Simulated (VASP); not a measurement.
AlNi: single point with PBEsol

The system is AlNi.

```xyz
2
Lattice="2.0213 -2.0213 0.0000 2.0213 2.0213 0.0000 0.0000 0.0000 2.8694" Properties=species:S:1:pos:R:3 pbc="T T T"
Al   -0.0707   -0.0707    0.0000
Ni    2.0213    0.0000    1.4347
```

This cell differs from its parent crystal: atom 1 (Al) moved by (-0.100, +0.000) A along [1 1 0] and z.

```
Program             : VASP 6.6.1
Task                : single point
Functional          : PBEsol
Potentials or basis : VASP PAW PBE potentials, release 64 (Al, Ni)
Cutoff              : 520 eV
k mesh              : 20 × 20 × 20
Occupations         : gaussian, width 0.15 eV
Spin                : no spin polarisation
```

* Pressure: 0.9 GPa
* Largest force: 0.625 eV/Å
* Band gap on the k mesh: zero (an odd number of electrons rules out a gap without spin polarisation)

Forces on the atoms (eV/Å):
```
Al   0.442  0.442  0.000
Ni  -0.442 -0.442  0.000
```

Stress tensor (GPa, compression positive):
```
 0.87 -0.27  0.00
-0.27  0.86  0.00
 0.00  0.00  0.85
```

Levels at points of the mesh, in eV from the Fermi level:
| k point | band 5 | band 6 | band 7 | band 8 | band 9 | band 10 |
| --- | --- | --- | --- | --- | --- | --- |
| (0.00, 0.00, 0.00) | -1.59 | -1.58 | 5.50 | 5.63 | 5.64 | 8.21 |
| (0.50, 0.00, 0.00) | -2.30 | -1.50 | -0.65 | 8.34 | 10.02 | 10.19 |
| (0.00, 0.50, 0.00) | -2.30 | -1.50 | -0.64 | 8.35 | 9.97 | 10.10 |
| (0.50, 0.50, 0.00) | -2.16 | -2.14 | -1.04 | 1.53 | 2.61 | 12.47 |
| (0.00, 0.00, 0.50) | -2.30 | -1.49 | -0.68 | 8.34 | 10.13 | 10.18 |
| (0.50, 0.00, 0.50) | -2.10 | -2.10 | -1.05 | 1.48 | 2.58 | 12.59 |
| (0.00, 0.50, 0.50) | -2.14 | -2.13 | -1.04 | 1.49 | 2.58 | 12.56 |
| (0.50, 0.50, 0.50) | -1.01 | 1.94 | 1.94 | 1.99 | 3.78 | 4.58 |

It took 3.6 min on 1 thread of Intel(R) Xeon(R) 6975P-C (Granite Rapids) (shared host), peak memory 0.8 GiB.

Caveat: the cell differs from its parent crystal (atom 1 (Al) moved by (-0.100, +0.000) A along [1 1 0] and z); the PAW data sets were made with another functional, which shifts forces and pressure a little. Spin polarisation is off, so any magnetic state and its effect on volume and gap are missing.
